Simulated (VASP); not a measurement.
Set up this calculation in VASP 6.6.1, as the native input.

```yaml
Task: single point
Functional: PBE
Dispersion: D3(BJ)
Potentials_or_basis: VASP PAW PBE potentials, release 64 (Ca_sv, Li_sv)
Cutoff: 520 eV
k_mesh: 2 × 2 × 1
Occupations: gaussian, width 0.15 eV
Spin: no spin polarisation
Dipole_correction: no
Further_INCAR_settings: LREAL = Auto; ALGO = Normal; EDIFF = 1e-06; NBANDS = 96
```

The structure of LiCa16 lies in POSCAR:

```
LiCa16
1.0
   11.1600000000      0.0000000000      0.0000000000
    0.0000000000      7.8913120000      0.0000000000
    0.0000000000      0.0000000000     16.9184840000
Ca Li
16 1
Direct
    0.2500000000      0.2500000000      0.0591070000
    0.7500000000      0.2500000000      0.0591070000
    0.2500000000      0.7500000000      0.0591070000
    0.7500000000      0.7500000000      0.0591070000
    0.0011640250      0.0009814035      0.1698693843
    0.4986824158      0.0010422654      0.1699431964
    0.0012229997      0.5025730486      0.1700806608
    0.4986785154      0.5025775055      0.1701849009
    0.2499618559      0.2547945679      0.2800422133
    0.7499796520      0.2545040959      0.2769526016
    0.2500807777      0.7548535925      0.2813277801
    0.7499536276      0.7547407051      0.2802870176
   -0.0062499047      0.0103721654      0.3917068448
    0.5060865275      0.0101660927      0.3919047251
   -0.0064292960      0.5022272752      0.3917889458
    0.5066426107      0.5022095634      0.3920171634
    0.7501607997      0.2573784888      0.4680277001
```

The input as run:

INCAR

```
PREC = Accurate
ENCUT = 520
EDIFF = 1E-6
ISMEAR = 0
SIGMA = 0.15
LREAL = Auto
LASPH = True
NELM = 100
ALGO = Normal
ISIF = 2
LWAVE = False
LCHARG = True
GGA = PE
IVDW = 12
LELF = True
LVHAR = True
NBANDS = 96
```

KPOINTS

```
regular mesh
0
Gamma
  2 2 1
```

Potentials or basis: VASP PAW PBE potentials, release 64 (Ca_sv, Li_sv).

Run with:

```bash
$ cat potpaw_PBE.64/Ca_sv/POTCAR potpaw_PBE.64/Li_sv/POTCAR > POTCAR
$ mpirun -np 1 vasp_std > vasp.out
```

Results of the run:

The largest force is 0.025 eV/Å and the band gap on the k mesh is zero (an odd number of electrons rules out a gap without spin polarisation). The dispersion energy per atom is -0.153 eV.

Caveat: the k points lie up to 0.40 Å⁻¹ apart, too coarse for converged energies and pressures of a metal; there is no dipole correction, which matters where the two faces differ.

It took 23 min on 1 thread of Intel(R) Xeon(R) Platinum 8259CL CPU @ 2.50GHz (Skylake/Cascade Lake), with other jobs on the host, peak memory 1.3 GiB.
